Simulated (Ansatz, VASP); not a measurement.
## Two plane-wave programs on Si

The input INCAR:

```
SYSTEM = Si
PREC = Accurate ; ENCUT = 600
EDIFF = 1E-6 ; ISMEAR = 0
SIGMA = 0.01 ; LREAL = .FALSE.
LASPH = .TRUE. ; NELM = 100
ALGO = Normal ; ISIF = 3
LWAVE = .FALSE. ; LCHARG = .FALSE.
GGA = PS ; IBRION = 2
NSW = 80 ; EDIFFG = -0.001
```

KPOINTS

```
Automatic mesh
0
G
  12 12 12
  0 0 0
```

File POSCAR:

```
Si
1.0
    0.0000000000      2.7167311890      2.7167311890
    2.7167311890      0.0000000000      2.7167311890
    2.7167311890      2.7167311890      0.0000000000
Si
2
Direct
    0.5000000000      0.5000000000      0.5000000000
    0.7500000000      0.7500000000      0.7500000000
```

Input for Ansatz:

```yaml
crystal:
  lattice:
    - [0.0, 2.716731189, 2.716731189]
    - [2.716731189, 0.0, 2.716731189]
    - [2.716731189, 2.716731189, 0.0]
  atoms:
    - { symbol: Si, position: [0.5, 0.5, 0.5] }
    - { symbol: Si, position: [0.75, 0.75, 0.75] }
basis:
  ecutwfc: 420
kpoints:
  mp_grid: { grid: [12, 12, 12] }
hamiltonian:
  xc: pbesol
  pseudopotentials: { kind: paw, azcp: { folder: soft_1 } }
scf:
  occupations: { method: fixed }
output:
  forces: true
  stress: true
  eigenvalues: true
  write_density: true
  write_potential: true
  elf: true
  volumetric_format: npy
relax:
  adjacent_minimum: "off"
  f_tol: 0.001
  max_steps: 60
  cell: { stress_tol: 0.01 }
```

Alike in both runs: task relaxation of cell and atoms; functional PBEsol; k mesh 12 × 12 × 12; no spin polarisation.

```csv
,VASP,Ansatz
version,VASP 6.6.1,Ansatz 0.2.0
potentials or method,"VASP PAW PBE potentials, release 64 (Si), cutoff 600 eV","scalar-relativistic, plane waves, PAW"
occupations,"gaussian, width 0.01 eV",fixed
valence electrons in the cell,8,8
```

VASP gave:

```
gap on the k mesh at the Fermi level, each at its own relaxed structure (eV) : 0.46
relaxed volume (Å³/atom)                                                     : 20.08
relaxed cell length with the largest relative difference (Å)                 : 3.844
```

**Question.** Estimate Ansatz's values.

**Answer.** gap on the k mesh at the Fermi level, each at its own relaxed structure (eV): 0.47; relaxed volume (Å³/atom): 20.05; relaxed cell length with the largest relative difference (Å): 3.842.

VASP's potentials were made for PBE, not for PBEsol, and Ansatz warns of the same on its side.
